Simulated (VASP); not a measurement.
# SiC (2H silicon carbide) (P6_3mc) in VASP: notebook

Runs on SiC (2H silicon carbide). Level: LDA. Tasks: single point, relaxation of cell and atoms.

Everything below comes from runs of VASP 6.6.1. Logs are shortened: lines on timing, memory, paths and dates and some standing lists are left out, and cuts for length are marked.

## 1. The cell of the first run

It takes space group P6_3mc (No. 186, hexagonal). The conventional cell has a = 3.056 Å, b = 3.056 Å, c = 5.016 Å, α = 90.00°, β = 90.00°, γ = 120.00°. Si (site symmetry 3m) has 4 C at 1.87 to 1.89 Å within 2.5 Å. Within 2.5 Å of C (site symmetry 3m) lie 4 Si at 1.87 to 1.89 Å.

## 2. Single point, LDA

Contents of INCAR:

```
PREC = Accurate
ENCUT = 520
EDIFF = 1E-7
ISMEAR = 0
SIGMA = 0.01
LREAL = False
LASPH = True
NELM = 60
ALGO = Normal
ISIF = 2
LWAVE = False
LCHARG = False
NBANDS = 16
```

Contents of KPOINTS:

```
Automatic mesh
0
Gamma
  12 12 6
```

Contents of POSCAR:

```
SiC
1.0
    3.0563925749      0.0000000000      0.0000000000
   -1.5281962875      2.6469136138      0.0000000000
    0.0000000000      0.0000000000      5.0159842051
Si C
2 2
Direct
    0.0000000000      0.0000000000     -0.0004095312
    0.3333333333      0.6666666667      0.4995904688
    0.0000000000      0.0000000000      0.3754095312
    0.3333333333      0.6666666667      0.8754095312
```

Potentials or basis: VASP PAW LDA potentials, release 64 (Si, C).

Run with:

```sh
cat potpaw_LDA.64/Si/POTCAR potpaw_LDA.64/C/POTCAR > POTCAR
mpirun -np 1 vasp_std > vasp.out
```

OUTCAR:

```text
PREC = Accurate
   ENCUT = 520
   EDIFF = 1E-7
   ISMEAR = 0
   LREAL = False
   LASPH = True
   NELM = 60
   ISIF = 2

 ion  position               nearest neighbor table
   1  0.000  0.000  1.000-   4 1.87   4 1.87   4 1.87   3 1.89   2 3.07   2 3.07   2 3.07   2 3.07
                             2 3.07   2 3.07
   2  0.333  0.667  0.500-   3 1.87   3 1.87   3 1.87   4 1.89   1 3.07   1 3.07   1 3.07   1 3.07
                             1 3.07   1 3.07
   3  0.000  0.000  0.375-   2 1.87   2 1.87   2 1.87   1 1.89
   4  0.333  0.667  0.875-   1 1.87   1 1.87   1 1.87   2 1.89

  LATTYP: Found a hexagonal cell.
 ALAT       =     3.0563925749
 C/A-ratio  =     1.6411452659

  Lattice vectors:

 A1 = (   3.0563925749,   0.0000000000,   0.0000000000)
 A2 = (  -1.5281962875,   2.6469136138,   0.0000000000)
 A3 = (   0.0000000000,   0.0000000000,   5.0159842051)

Analysis of symmetry for initial positions (statically):
=====================================================================
 Subroutine PRICEL returns:
 Original cell was already a primitive cell.

 Routine SETGRP: Setting up the symmetry group for a
 hexagonal supercell.

 Subroutine GETGRP returns: Found 12 space group operations
 (whereof  6 operations were pure point group operations)
 out of a pool of 24 trial point group operations.

The static configuration has the point symmetry C_3v.
 The point group associated with its full space group is C_6v.

Analysis of symmetry for dynamics (positions and initial velocities):
=====================================================================
 Subroutine PRICEL returns:
 Original cell was already a primitive cell.

 Routine SETGRP: Setting up the symmetry group for a
 hexagonal supercell.

 Subroutine GETGRP returns: Found 12 space group operations
 (whereof  6 operations were pure point group operations)
 out of a pool of 24 trial point group operations.

The dynamic configuration has the point symmetry C_3v.
 The point group associated with its full space group is C_6v.

 Subroutine INISYM returns: Found 12 space group operations
 (whereof  6 operations are pure point group operations),
 and found     1 'primitive' translations

----------------------------------------------------------------------------------------

                                     Primitive cell

  volume of cell :      40.5793

  direct lattice vectors                    reciprocal lattice vectors
     3.056392575  0.000000000  0.000000000     0.327183101  0.188899251  0.000000000
    -1.528196287  2.646913614  0.000000000     0.000000000  0.377798503  0.000000000
     0.000000000  0.000000000  5.015984205     0.000000000  0.000000000  0.199362669

  length of vectors
     3.056392575  3.056392575  5.015984205     0.377798503  0.377798503  0.199362669

  position of ions in fractional coordinates (direct lattice)
     0.000000000  0.000000000  0.999590469
     0.333333333  0.666666667  0.499590469
     0.000000000  0.000000000  0.375409531
     0.333333333  0.666666667  0.875409531

  ion indices of the primitive-cell ions
   primitive index   ion index
                 1           1
                 2           2
                 3           3
                 4           4

----------------------------------------------------------------------------------------

 KPOINTS: Automatic mesh

Automatic generation of k-mesh.
 Grid dimensions read from file:
 generate k-points for:   12   12    6

 Generating k-lattice:

  Cartesian coordinates                     Fractional coordinates (reciprocal lattice)
     0.027265258  0.015741604  0.000000000     0.083333333  0.000000000  0.000000000
     0.000000000  0.031483209  0.000000000     0.000000000  0.083333333  0.000000000
     0.000000000  0.000000000  0.033227112     0.000000000  0.000000000  0.166666667

  Length of vectors
     0.031483209  0.031483209  0.033227112

  Shift w.r.t. Gamma in fractional coordinates (k-lattice)
     0.000000000  0.000000000  0.000000000

 Subroutine IBZKPT returns following result:
 ===========================================

 Found     76 irreducible k-points:

 Following reciprocal coordinates:
            Coordinates               Weight
  0.000000  0.000000  0.000000      1.000000
  0.083333  0.000000  0.000000      6.000000
  0.166667  0.000000  0.000000      6.000000
  0.250000  0.000000  0.000000      6.000000
  0.333333 -0.000000  0.000000      6.000000
  0.416667  0.000000  0.000000      6.000000
[... 16 lines left out ...]
  0.250000  0.000000  0.166667     12.000000
  0.333333 -0.000000  0.166667     12.000000
 [... further k-points ...]
   k-points           NKPTS =     76   k-points in BZ     NKDIM =     76   number of bands    NBANDS=     16
   number of dos      NEDOS =    301   number of ions     NIONS =      4
   total plane-waves  NPLWV =  23040
   dimension x,y,z NGX =    24 NGY =   24 NGZ =   40
   dimension x,y,z NGXF=    48 NGYF=   48 NGZF=   80
   ions per type =               2   2
   NGX,Y,Z   is equivalent  to a cutoff of  13.05, 13.05, 13.26 a.u.
   NGXF,Y,Z  is equivalent  to a cutoff of  26.11, 26.11, 26.51 a.u.
 SYSTEM =  unknown system
   PREC   = accura    normal or accurate (medium, high low for compatibility)
   ISTART =      0    job   : 0-new  1-cont  2-samecut
   ICHARG =      2    charge: 1-file 2-atom 10-const
   ISPIN  =      1    spin polarized calculation?
   LNONCOLLINEAR =      F non collinear calculations
   LSORBIT =      F    spin-orbit coupling
   LASPH  =      T    aspherical Exc in radial PAW
   ENCUT  =  520.0 eV  38.22 Ry    6.18 a.u.   5.68  5.68  9.33*2*pi/ulx,y,z
   NELM   =     60;   NELMIN=  2; NELMDL= -5     # of ELM steps
   EDIFF  = 0.1E-06   stopping-criterion for ELM
   LREAL  =      F    real-space projection
   EDIFFG = 0.1E-05   stopping-criterion for IOM
   NSW    =      0    number of steps for IOM
   IBRION =     -1    ionic relax: 0-MD 1-quasi-New 2-CG
   NFREE  =      0    steps in history (QN), initial steepest desc. (CG)
   ISIF   =      2    stress and relaxation
   ISYM   =      2    0-nonsym 1-usesym 2-fastsym
   POTIM  = 0.5000    time-step for ionic-motion
   TEBEG  =    0.0;   TEEND  =   0.0 temperature during run
   PSTRESS=    0.0 pullay stress
   NELECT =      16.0000    total number of electrons
   NUPDOWN=      -1.0000    fix difference up-down
   EMIN   =  10.00;   EMAX   =-10.00  energy-range for DOS
   EFERMI =   0.00;   METHOD = LEGACY
   ISMEAR =     0;   SIGMA  =   0.01  broadening in eV -4-tet -1-fermi 0-gaus
   EFERMI_NEDOS =   21; number of points for ismear=-14 and -15
   IALGO  =     38    algorithm
   IMIX   =      4    mixing-type and parameters
     AMIX     =   0.40;   BMIX     =  1.00
     AMIX_MAG =   1.60;   BMIX_MAG =  1.00
  volume/ion in A,a.u.               =      10.14        68.46
  Fermi-wavevector in a.u.,A,eV,Ry     =   1.200457  2.268534 19.607303  1.441096
  Thomas-Fermi vector in A             =   2.336292
   LORBIT       =      0    0 simple, 1 ext, 2 COOP (PROOUT), +10 PAW based schemes
   GGA     = CA    functional components
   LHFCALC =     F    Hartree Fock is set to
   AEXX    =    0.0000 exact exchange contribution
   IVDW    =     0    specifies the selected vdW correction
   LEPSILON=     F    determine dielectric tensor
   LRPA    =     F    only Hartree local field effects (RPA)
 non-spin polarized calculation
 Gauss-broadening in eV      SIGMA  =   0.01
  energy-cutoff  :      520.00
  volume of cell :       40.58
 maximum number of plane-waves:      1108
 NGX is ok and might be reduce to    24
   NGX = 11   NGY = 11   NGZ = 19

 number of electron      15.9999999 magnetization

 Free energy of the ion-electron system (eV)
  ---------------------------------------------------
  ext. energy  EPLUGINS =         0.00000000
  ---------------------------------------------------
  free energy    TOTEN  =       -33.27592634 eV

  energy without entropy =      -33.27592634  energy(sigma->0) =      -33.27592634

 E-fermi :   8.5489     XC(G=0): -11.6326

 val. band max:        8.4337927977   @ k =   0.0000   0.0000   0.0000
 cond. band min:      10.5501944923   @ k =   0.3333   0.3333   0.0000
 fundamental gap:      2.1164016945
 Fermi energy:         8.5488926746

 k-point     1 :       0.0000    0.0000    0.0000
  band No.  band energies     occupation
      1      -7.1987      2.00000
      2      -3.5092      2.00000
      3      -0.3935      2.00000
      4       7.1088      2.00000
      5       7.1088      2.00000
      6       8.3196      2.00000
[... 8 lines left out ...]
     15      17.4146      0.00000
     16      19.7518      0.00000

 k-point     2 :       0.0833    0.0000    0.0000
  band No.  band energies     occupation
      1      -7.0759      2.00000
      2      -3.4037      2.00000
      3      -0.2795      2.00000
      4       6.4214      2.00000
      5       6.8925      2.00000
      6       7.9825      2.00000
[... 8 lines left out ...]
     15      17.7158      0.00000
     16      18.8317      0.00000

 k-point     3 :       0.1667    0.0000    0.0000
  band No.  band energies     occupation
      1      -6.7106      2.00000
      2      -3.0959      2.00000
      3       0.0541      2.00000
      4       4.9164      2.00000
      5       6.4056      2.00000
      6       6.8825      2.00000
[... 8 lines left out ...]
     15      18.0176      0.00000
     16      18.3534      0.00000

 k-point     4 :       0.2500    0.0000    0.0000
  band No.  band energies     occupation
      1      -6.1132      2.00000
      2      -2.6211      2.00000
      3       0.5648      2.00000
      4       3.2584      2.00000
      5       5.5004      2.00000
      6       5.8791      2.00000
[... 8 lines left out ...]
     15      18.5304      0.00000
     16      19.2445      0.00000

 k-point     5 :       0.3333   -0.0000    0.0000
  band No.  band energies     occupation
      1      -5.3100      2.00000
      2      -2.1005      2.00000
      3       0.9398      2.00000
      4       2.0914      2.00000
      5       4.0816      2.00000
      6       5.4446      2.00000
[... 8 lines left out ...]
     15      19.3915      0.00000
     16      20.5480      0.00000

 k-point     6 :       0.4167    0.0000    0.0000
  band No.  band energies     occupation
      1      -4.3820      2.00000
      2      -1.9623      2.00000
      3       0.5677      2.00000
      4       2.4153      2.00000
      5       2.8483      2.00000
      6       5.1653      2.00000
[... 8 lines left out ...]
     15      19.5413      0.00000
     16      20.7049      0.00000
[... 267 lines left out ...]
 k-point    21 :       0.0833    0.0000    0.1667
  band No.  band energies     occupation
      1      -6.9381      2.00000
      2      -3.9801      2.00000
      3       0.5147      2.00000
      4       6.5124      2.00000
      5       6.9747      2.00000
      6       7.4198      2.00000
[... 8 lines left out ...]
     15      17.4182      0.00000
     16      19.3011      0.00000

 k-point    22 :       0.1667    0.0000    0.1667
  band No.  band energies     occupation
      1      -6.5738      2.00000
      2      -3.6546      2.00000
      3       0.8119      2.00000
      4       5.0382      2.00000
      5       6.4974      2.00000
      6       6.4990      2.00000
[... 8 lines left out ...]
     15      18.2034      0.00000
     16      18.7257      0.00000

 k-point    23 :       0.2500    0.0000    0.1667
  band No.  band energies     occupation
      1      -5.9784      2.00000
      2      -3.1411      2.00000
      3       1.2063      2.00000
      4       3.4595      2.00000
      5       5.1055      2.00000
      6       5.9780      2.00000
[... 8 lines left out ...]
     15      19.2119      0.00000
     16      19.2843      0.00000

 k-point    24 :       0.3333   -0.0000    0.1667
  band No.  band energies     occupation
      1      -5.1791      2.00000
      2      -2.5262      2.00000
      3       1.0622      2.00000
      4       2.6973      2.00000
      5       3.6564      2.00000
      6       5.5477      2.00000
[... 8 lines left out ...]
     15      19.8022      0.00000
     16      20.5067      0.00000

 [... further k-points ...]

------------------------ aborting loop because EDIFF is reached ----------------------------------------

  FORCE on cell =-STRESS in cart. coord.  units (eV):
  Direction    XX          YY          ZZ          XY          YZ          ZX
  --------------------------------------------------------------------------------------
  -------------------------------------------------------------------------------------
  Total        0.1019882      0.1019882      0.1054494     -0.0000000      0.0000000      0.0000000
  in kB        4.0267573      4.0267573      4.1634160     -0.0000000      0.0000000      0.0000000
  external PRESSURE =       4.0723102 kB  Pullay stress =       0.0000000 kB

 VOLUME and BASIS-vectors are now :
 -----------------------------------------------------------------------------
  energy-cutoff  :      520.00
  volume of cell :       40.58
      direct lattice vectors                 reciprocal lattice vectors
     3.056392575  0.000000000  0.000000000     0.327183101  0.188899251  0.000000000
    -1.528196287  2.646913614  0.000000000     0.000000000  0.377798503  0.000000000
     0.000000000  0.000000000  5.015984205     0.000000000  0.000000000  0.199362669

 POSITION                                       TOTAL-FORCE (eV/Angst)
 -----------------------------------------------------------------------------------
      0.00000      0.00000      5.01393         0.000000     -0.000000      0.001415
     -0.00000      1.76461      2.50594         0.000000     -0.000000      0.001415
      0.00000      0.00000      1.88305        -0.000000      0.000000     -0.001415
     -0.00000      1.76461      4.39104         0.000000     -0.000000     -0.001415
 -----------------------------------------------------------------------------------
    total drift:                                0.000000     -0.000000     -0.000051

  FREE ENERGIE OF THE ION-ELECTRON SYSTEM (eV)
  ---------------------------------------------------
  free  energy   TOTEN  =       -33.2759263377 eV

  energy  without entropy=      -33.2759263377  energy(sigma->0) =      -33.27592634
```

It took 22 s on 1 thread of Intel Xeon Platinum 8488C (Sapphire Rapids), shared host; peak memory 0.16 GiB.

What came out:

- Free energy: -33.2759 eV
- Pressure: 0.4 GPa
- Band gap on the k mesh: 2.12 eV, indirect (least direct gap 3.91 eV)

## 3. Relaxation of cell and atoms, LDA

This run uses another cell than the first one, of 10.35 Å³/atom, 1.020 times its volume.

Contents of INCAR:

```
ALGO = Normal
EDIFF = 1E-7
EDIFFG = -0.002
ENCUT = 600
IBRION = 2
ISIF = 3
ISMEAR = 0
LASPH = T
LCHARG = F
LREAL = F
LWAVE = F
NELM = 60
NSW = 80
PREC = Accurate
SIGMA = 0.01
```

Contents of KPOINTS:

```
k-points
0
Gamma
  12 12 6
```

Contents of POSCAR:

```
SiC
1.0
    3.0800000000      0.0000000000      0.0000000000
   -1.5400000000      2.6673582437      0.0000000000
    0.0000000000      0.0000000000      5.0400000000
Si C
2 2
Direct
    0.0000000000      0.0000000000      0.0000000000
    0.3333333333      0.6666666667      0.5000000000
    0.0000000000      0.0000000000      0.3750000000
    0.3333333333      0.6666666667      0.8750000000
```

Potentials or basis: VASP PAW LDA potentials, release 64 (Si, C).

Run with:

```sh
cat potpaw_LDA.64/Si/POTCAR potpaw_LDA.64/C/POTCAR > POTCAR
mpirun -np 1 vasp_std > vasp.out
```

Run time: 91 s. Hardware: 1 thread of Intel Xeon Platinum 8488C (Sapphire Rapids), shared host; peak memory 0.18 GiB.

Results (log left out):

```
Free energy                            : -33.2813 eV
Relaxed volume                         : 10.16 Å³/atom
Relaxed cell                           : a = 3.057 Å, b = 3.057 Å, c = 5.018 Å, α = 90.00°, β = 90.00°, γ = 120.00°
Space group after relaxing (to 0.05 Å) : P6_3mc (No. 186)
Energy gained by relaxing              : 2.9 meV/atom
Ionic steps                            : 8
Pressure after relaxing                : 0.0 GPa
Band gap on the k mesh                 : 2.12 eV, indirect (least direct gap 3.91 eV)
```

The path:
```tsv
step	energy change (eV)	largest force (eV/Å)	pressure (GPa)	volume (Å³)
1	0.0000	0.1032	-4.24	41.41
2	0.0032	0.1577	4.99	39.79
3	-0.0115	0.0140	-0.08	40.63
4	-0.0115	0.0164	0.01	40.62
5	-0.0115	0.0134	0.13	40.60
6	-0.0115	0.0024	0.07	40.61
7	-0.0115	0.0014	-0.05	40.63
8	-0.0115	0.0001	0.00	40.62
```

Final structure:
```
Si C
1.0
     3.05740    0.00000    0.00000
    -1.52870    2.64779    0.00000
     0.00000    0.00000    5.01782
Si C
2 2
Direct
  0.00000 0.00000 0.99960
  0.33333 0.66667 0.49960
  0.00000 0.00000 0.37540
  0.33333 0.66667 0.87540
```

Levels at points of the mesh, in eV from the valence-band top:
| k point | band 6 | band 7 | band 8 | band 9 | band 10 | band 11 |
| --- | --- | --- | --- | --- | --- | --- |
| (0.00, 0.00, 0.00) | -0.11 | 0.00 | 0.00 | 4.92 | 6.41 | 6.66 |
| (0.50, 0.00, 0.00) | -3.37 | -3.36 | -1.20 | 2.71 | 4.16 | 6.95 |
| (0.00, 0.00, 0.50) | -0.72 | -0.72 | -0.72 | 5.99 | 5.99 | 7.34 |
| (0.50, 0.00, 0.50) | -2.47 | -2.35 | -2.35 | 3.25 | 3.25 | 5.23 |

A k mesh can miss the band edges. As with any semilocal functional, this LDA gap is likely too small.
